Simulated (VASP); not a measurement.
# Sn (Fd-3m) in VASP: relaxation of cell and atoms with PBE

Aim: the relaxation of cell and atoms of Sn with PBE.

Program: VASP 6.6.1. These are calculated values, not measurements. Logs are shortened: lines on timing, memory, paths and dates and some standing lists are left out, and cuts for length are marked.

## 1. The cell of the first run

The structure is cubic, space group Fd-3m (No. 227). The conventional cell has a = 5.119 Å, b = 5.119 Å, c = 5.119 Å, α = 90.00°, β = 90.00°, γ = 90.00°. Within 2.9 Å of Sn (site symmetry -43m) lie 4 Sn at 2.22 Å.

This isn't the form of Sn at room conditions, which is tetragonal (white tin).

## 2. Relaxation of cell and atoms, PBE, target pressure 180 GPa, at which the enthalpy is minimised

The input, INCAR:

```
SYSTEM = Sn
PREC     = Accurate       ! precision mode
ENCUT    = 600            ! plane-wave cutoff, eV
EDIFF    = 1E-7           ! SCF threshold, eV
ISMEAR   = -1             ! smearing method
SIGMA    = 0.08           ! smearing width, eV
LREAL    = .FALSE.        ! projectors in reciprocal space
LASPH    = .TRUE.         ! aspherical terms in the spheres
NELM     = 80             ! most SCF steps
ALGO     = Normal         ! electronic algorithm
ISIF     = 3              ! what is computed and relaxed
LWAVE    = .FALSE.        ! write WAVECAR
LCHARG   = .FALSE.        ! write CHGCAR
GGA      = PE             ! functional
IBRION   = 2              ! ionic algorithm
NSW      = 32             ! ionic steps
EDIFFG   = -0.005         ! ionic threshold
PSTRESS  = 1800.0
```

The input, KPOINTS:

```
regular mesh
0
G
  13 13 13
  0 0 0
```

The input, POSCAR:

```
Sn
1.0
    0.0000000000      2.5597355047      2.5597355047
    2.5597355047      0.0000000000      2.5597355047
    2.5597355047      2.5597355047      0.0000000000
Sn
2
Direct
   -0.1250000000     -0.1250000000     -0.1250000000
    0.1250000000      0.1250000000      0.1250000000
```

Potentials or basis: VASP PAW PBE potentials, release 64 (Sn_d).

Run with:

```bash
$ cat potpaw_PBE.64/Sn_d/POTCAR > POTCAR
$ mpirun -np 1 vasp_std > vasp.out
```

OUTCAR:

```text
SYSTEM = Sn
   PREC = Accurate
   ENCUT = 600
   EDIFF = 1E-7
   ISMEAR = -1
   LREAL = .FALSE.
   LASPH = .TRUE.
   NELM = 80
   ISIF = 3
   GGA = PE
   IBRION = 2
   NSW = 32
   EDIFFG = -0.005
   PSTRESS = 1800.0

 ion  position               nearest neighbor table
   1  0.875  0.875  0.875-   2 2.22   2 2.22   2 2.22   2 2.22
   2  0.125  0.125  0.125-   1 2.22   1 2.22   1 2.22   1 2.22

  LATTYP: Found a face centered cubic cell.
 ALAT       =     5.1194710094

  Lattice vectors:

 A1 = (   0.0000000000,   2.5597355047,   2.5597355047)
 A2 = (   2.5597355047,   0.0000000000,   2.5597355047)
 A3 = (   2.5597355047,   2.5597355047,   0.0000000000)

Analysis of symmetry for initial positions (statically):
=====================================================================
 Subroutine PRICEL returns:
 Original cell was already a primitive cell.

 Routine SETGRP: Setting up the symmetry group for a
 face centered cubic supercell.

 Subroutine GETGRP returns: Found 48 space group operations
 (whereof 12 operations were pure point group operations)
 out of a pool of 48 trial point group operations.

The static configuration has the point symmetry D_3d.
 The point group associated with its full space group is O_h .

Analysis of symmetry for dynamics (positions and initial velocities):
=====================================================================
 Subroutine PRICEL returns:
 Original cell was already a primitive cell.

 Routine SETGRP: Setting up the symmetry group for a
 face centered cubic supercell.

 Subroutine GETGRP returns: Found 48 space group operations
 (whereof 12 operations were pure point group operations)
 out of a pool of 48 trial point group operations.

The dynamic configuration has the point symmetry D_3d.
 The point group associated with its full space group is O_h .

 Subroutine INISYM returns: Found 48 space group operations
 (whereof 12 operations are pure point group operations),
 and found     1 'primitive' translations

----------------------------------------------------------------------------------------

                                     Primitive cell

  volume of cell :      33.5440

  direct lattice vectors                    reciprocal lattice vectors
     0.000000000  2.559735505  2.559735505    -0.195332681  0.195332681  0.195332681
     2.559735505  0.000000000  2.559735505     0.195332681 -0.195332681  0.195332681
     2.559735505  2.559735505  0.000000000     0.195332681  0.195332681 -0.195332681

  length of vectors
[... 91 lines left out ...]
   TEBEG  =    0.0;   TEEND  =   0.0 temperature during run
   PSTRESS= 1800.0 pullay stress
   NELECT =      28.0000    total number of electrons
   NUPDOWN=      -1.0000    fix difference up-down
   EMIN   =  10.00;   EMAX   =-10.00  energy-range for DOS
   EFERMI =   0.00;   METHOD = LEGACY
   ISMEAR =    -1;   SIGMA  =   0.08  broadening in eV -4-tet -1-fermi 0-gaus
   EFERMI_NEDOS =   21; number of points for ismear=-14 and -15
   IALGO  =     38    algorithm
   IMIX   =      4    mixing-type and parameters
     AMIX     =   0.40;   BMIX     =  1.00
     AMIX_MAG =   1.60;   BMIX_MAG =  1.00
  volume/ion in A,a.u.               =      16.77       113.18
  Fermi-wavevector in a.u.,A,eV,Ry     =   1.541425  2.912871 32.327323  2.375991
  Thomas-Fermi vector in A             =   2.647373
   LORBIT       =      0    0 simple, 1 ext, 2 COOP (PROOUT), +10 PAW based schemes
   GGA     = PE    functional components
   LHFCALC =     F    Hartree Fock is set to
   AEXX    =    0.0000 exact exchange contribution
   IVDW    =     0    specifies the selected vdW correction
   LEPSILON=     F    determine dielectric tensor
   LRPA    =     F    only Hartree local field effects (RPA)
 conjugate gradient relaxation of ions
 non-spin polarized calculation
  energy-cutoff  :      600.00
  volume of cell :       33.54
 maximum number of plane-waves:      1139
 NGX is ok and might be reduce to    30
   NGX = 15   NGY = 15   NGZ = 15

--------------------------------------- Ionic step        1  -------------------------------------------

 number of electron      27.9999995 magnetization

 Free energy of the ion-electron system (eV)
  ---------------------------------------------------
  ext. energy  EPLUGINS =         0.00000000
  ---------------------------------------------------
  free energy    TOTEN  =         3.18382234 eV

  energy without entropy =        3.19067860  energy(sigma->0) =        3.18725047

------------------------ aborting loop because EDIFF is reached ----------------------------------------

  FORCE on cell =-STRESS in cart. coord.  units (eV):
  Direction    XX          YY          ZZ          XY          YZ          ZX
  --------------------------------------------------------------------------------------
  -------------------------------------------------------------------------------------
  Total       37.9689376     37.9689376     37.9689376     -0.0000000     -0.0000000      0.0000000
  in kB     1813.5258673   1813.5258673   1813.5258673     -0.0000000     -0.0000000      0.0000000
  external PRESSURE =      13.5258673 kB  Pullay stress =    1800.0000000 kB
[... 63 lines left out ...]
--------------------------------------- Ionic step        3  -------------------------------------------

 number of electron      27.9999996 magnetization

 Free energy of the ion-electron system (eV)
  ---------------------------------------------------
  ext. energy  EPLUGINS =         0.00000000
  ---------------------------------------------------
  free energy    TOTEN  =         3.10446025 eV

  energy without entropy =        3.11129637  energy(sigma->0) =        3.10787831

 E-fermi :  16.5032     XC(G=0): -12.4819

 val. band max:       16.4593910594   @ k =   0.4615   0.4615   0.0000
 cond. band min:      16.5464596241   @ k =  -0.4615   0.3846   0.0000
 fundamental gap:      0.0870685647
 Fermi energy:        16.5031960411

 k-point     1 :       0.0000    0.0000    0.0000
  band No.  band energies     occupation
      1      -8.6203      2.00000
      2      -8.6203      2.00000
      3      -8.6203      2.00000
      4      -8.4383      2.00000
      5      -8.4383      2.00000
      6      -6.7909      2.00000
[... 481 lines left out ...]
      5      -7.9286      2.00000
      6      -7.3455      2.00000
[... 10 lines left out ...]
     17      21.9217      0.00000
     18      22.7905      0.00000

 [... further k-points ...]

------------------------ aborting loop because EDIFF is reached ----------------------------------------

  FORCE on cell =-STRESS in cart. coord.  units (eV):
  Direction    XX          YY          ZZ          XY          YZ          ZX
  --------------------------------------------------------------------------------------
  -------------------------------------------------------------------------------------
  Total       37.7657363     37.7657363     37.7657363      0.0000000      0.0000000     -0.0000000
  in kB     1800.0431459   1800.0431459   1800.0431459      0.0000000      0.0000000     -0.0000000
  external PRESSURE =       0.0431459 kB  Pullay stress =    1800.0000000 kB
[... 21 lines left out ...]
  energy  without entropy=        3.1112963676  energy(sigma->0) =        3.10787831

  enthalpy is  TOTEN    =        40.8692912896 eV   P V=       37.7648310397

 reached required accuracy - stopping structural energy minimisation
```

OSZICAR:

```text
N       E                     dE             d eps       ncg     rms          rms(c)
DAV:   1     0.218318641178E+03    0.21832E+03   -0.16665E+04  3122   0.315E+03
DAV:   2     0.198659176246E+02   -0.19845E+03   -0.19584E+03  3038   0.492E+02
DAV:   3     0.303765265874E+01   -0.16828E+02   -0.16563E+02  3298   0.145E+02
[... 29 lines left out ...]
DAV:   6     0.310446199409E+01    0.14176E-04   -0.21947E-05  3732   0.562E-02    0.563E-03
DAV:   7     0.310445942712E+01   -0.25670E-05   -0.47907E-06  3770   0.313E-02    0.113E-03
DAV:   8     0.310445998550E+01    0.55839E-06   -0.33585E-07  2384   0.108E-02    0.691E-04
DAV:   9     0.310446024024E+01    0.25474E-06   -0.46317E-08  1620   0.422E-03    0.949E-05
DAV:  10     0.310446024988E+01    0.96429E-08   -0.23249E-08  1584   0.201E-03
   3 F= 0.40869291E+02 E0= 0.40872709E+02  d E =-.283885E-03
```

Wall time 2.6 min (1 thread of Intel Xeon Platinum 8259CL at 2.50GHz (Skylake/Cascade Lake), shared host); peak memory 0.21 GiB.

Results:

| Quantity | Value |
| --- | --- |
| Free energy | 3.1045 eV |
| Relaxed volume | 16.81 Å³/atom |
| Relaxed cell | a = 3.623 Å, b = 3.623 Å, c = 3.623 Å, α = 60.00°, β = 60.00°, γ = 60.00° |
| Space group after relaxing (to 0.1 Å) | Fd-3m (No. 227) |
| Energy change on relaxing (the run minimises the enthalpy) | -39.7 meV/atom |
| Ionic steps | 3 |
| Pressure after relaxing | 180.0 GPa |
| Band gap on the k mesh | zero (bands 14 and 15 overlap by 1.33 eV) |

The path:
```tsv
step	energy change (eV)	largest force (eV/Å)	pressure (GPa)	volume (Å³)
1	0.0000	0.0000	181.35	33.54
2	-0.7552	0.0000	168.51	34.24
3	-0.0794	0.0000	180.00	33.61
```

Final structure:
```cif
data_structure
_symmetry_space_group_name_H-M 'P 1'
_symmetry_Int_Tables_number 1
_cell_length_a 3.6225
_cell_length_b 3.6225
_cell_length_c 3.6225
_cell_angle_alpha 60.000
_cell_angle_beta 60.000
_cell_angle_gamma 60.000
_cell_volume 33.61
loop_
_atom_site_label
_atom_site_type_symbol
_atom_site_fract_x
_atom_site_fract_y
_atom_site_fract_z
_atom_site_occupancy
Sn1 Sn 0.87500 0.87500 0.87500 1
Sn2 Sn 0.12500 0.12500 0.12500 1
```

Levels at points of the mesh, in eV from the Fermi level:
| k point | band 10 | band 11 | band 12 | band 13 | band 14 | band 15 | band 16 | band 17 | band 18 |
| --- | --- | --- | --- | --- | --- | --- | --- | --- | --- |
| (0.00, 0.00, 0.00) | -22.91 | -17.32 | 1.05 | 1.05 | 1.05 | 2.37 | 2.37 | 2.37 | 4.95 |

Caveat: the cell is relaxed towards a set pressure, so the run minimises the enthalpy, not the energy; spin-orbit coupling is left out, which moves the levels of the heavy elements.

The gap in the log of VASP goes by the Fermi energy; the results here count the filled bands.